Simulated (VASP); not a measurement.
Here is a VASP 6.6.1 calculation.

File INCAR:

```
  ALGO = Normal
  DIPOL = 0.5 0.5 0.294
  EDIFF = 1E-6
  ENCUT = 520
  GGA = PE
  IDIPOL = 3
  ISIF = 2
  ISMEAR = 0
  LASPH = T
  LCHARG = T
  LDIPOL = T
  LELF = T
  LREAL = F
  LVACPOTAV = T
  LVHAR = T
  LWAVE = F
  NBANDS = 14
  NELM = 100
  PREC = Accurate
  SIGMA = 0.1
```

KPOINTS

```
k-points
0
Gamma
  18 18 1
```

The input POSCAR:

```
AsPt
1.0
    4.0735483789      0.0000000000      0.0000000000
   -2.0367741895      3.5277963797      0.0000000000
    0.0000000000      0.0000000000     23.8000000000
As Pt
1 1
Direct
    0.3333333333      0.6666666667      0.2941176471
    0.0000000000      0.0000000000      0.2941176471
```

Potentials or basis: VASP PAW PBE potentials, release 64 (As, Pt).

The run is started by

```console
$ cat potpaw_PBE.64/As/POTCAR potpaw_PBE.64/Pt/POTCAR > POTCAR
$ mpirun -np 1 vasp_std > vasp.out
```

Task: What does it give for the band gap on the k mesh?

Result: Zero (an odd number of electrons rules out a gap without spin polarisation).

Caveat: spin-orbit coupling is left out, which moves the levels of the heavy elements.
